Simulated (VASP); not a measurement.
Write the native input for VASP 6.6.1 that does the following.

- Task: single point
- Functional: PBEsol
- Potentials or basis: VASP PAW PBE potentials, release 64 (Ti_sv, C)
- Cutoff: 520 eV
- k mesh: 18 × 18 × 18
- Occupations: gaussian, width 0.15 eV
- Spin: no spin polarisation
- Dipole correction: no
- Further INCAR settings: ALGO = Normal; EDIFF = 1e-07; NBANDS = 15

The structure of TiC lies in POSCAR:

```
TiC
1.0
    0.0000000000      2.1640000000      2.1640000000
    2.1640000000      0.0000000000      2.1640000000
    2.1640000000      2.1640000000      0.0000000000
Ti C
1 1
Direct
   -0.0519870610     -0.0519870610      0.0519870610
    0.5000000000      0.5000000000      0.5000000000
```

This cell differs from its parent crystal: all Ti atoms moved +0.225 Å, as atom 1 towards its neighbour atom 2 (C) at 2.164 Å.

These files were run (other wordings do the same):

INCAR

```
PREC = Accurate
ENCUT = 520
EDIFF = 1E-7
ISMEAR = 0
SIGMA = 0.15
LREAL = F
LASPH = T
NELM = 80
ALGO = Normal
ISIF = 2
LWAVE = F
LCHARG = F
GGA = PS
NBANDS = 15
```

KPOINTS

```
regular mesh
0
Gamma
  18 18 18
```

Potentials or basis: VASP PAW PBE potentials, release 64 (Ti_sv, C).

Launch:

```sh
$ cat potpaw_PBE.64/Ti_sv/POTCAR potpaw_PBE.64/C/POTCAR > POTCAR
$ mpirun -np 1 vasp_std > vasp.out
```

It gave:

```yaml
Pressure: 0.4 GPa
Largest_force: 2.325 eV/Å
Band_gap_on_the_k_mesh: zero (bands 8 and 9 overlap by 1.00 eV)
```

Caveat: the cell differs from its parent crystal (all Ti atoms moved +0.225 Å, as atom 1 towards its neighbour atom 2 (C) at 2.164 Å); the PAW data sets were made with another functional, which shifts forces and pressure a little.

Run time: 2.6 min on 1 thread of Intel Xeon 8259CL, on a shared host, peak memory 0.26 GiB.
